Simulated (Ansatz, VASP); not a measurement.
One calculation of AgCl, two programs

```
Ag Cl
1.0
     0.00000    2.99325    2.99325
     2.99325    0.00000    2.99325
     2.99325    2.99325    0.00000
Ag Cl
1 1
Direct
  0.00000 0.00000 0.00000
  0.25000 0.25000 0.25000
```

Alike in both runs: task single point; functional PBE-based global hybrid with a share of 0.5 of exact exchange; k mesh 4 × 4 × 4; no spin polarisation.

|  | VASP | Ansatz |
| --- | --- | --- |
| version | VASP 6.6.1 | Ansatz 0.2.0 |
| potentials or method | VASP PAW PBE potentials, release 64 (Ag, Cl) | plane waves |
| plane-wave cutoff (eV) | 520 | 420 |
| occupations | gaussian, width 0.01 eV | fixed |
| valence electrons in the cell | 18 | 26 |

```tsv
	VASP	Ansatz	Ansatz less VASP
gap on the k mesh at the Fermi level (eV)	5.71	5.71	+0.003
pressure (GPa)	0.6	1.0	+0.33
```

VASP's potentials were made for PBE, not for PBE-based global hybrid. VASP's potentials hold 18 valence electrons a cell and Ansatz's 26, so a difference there can come from the potentials and not from the codes. Ansatz's warnings: stress exchange threshold loose, stress scf threshold loose.

The k mesh is coarse, so the values compare programs but aren't converged.
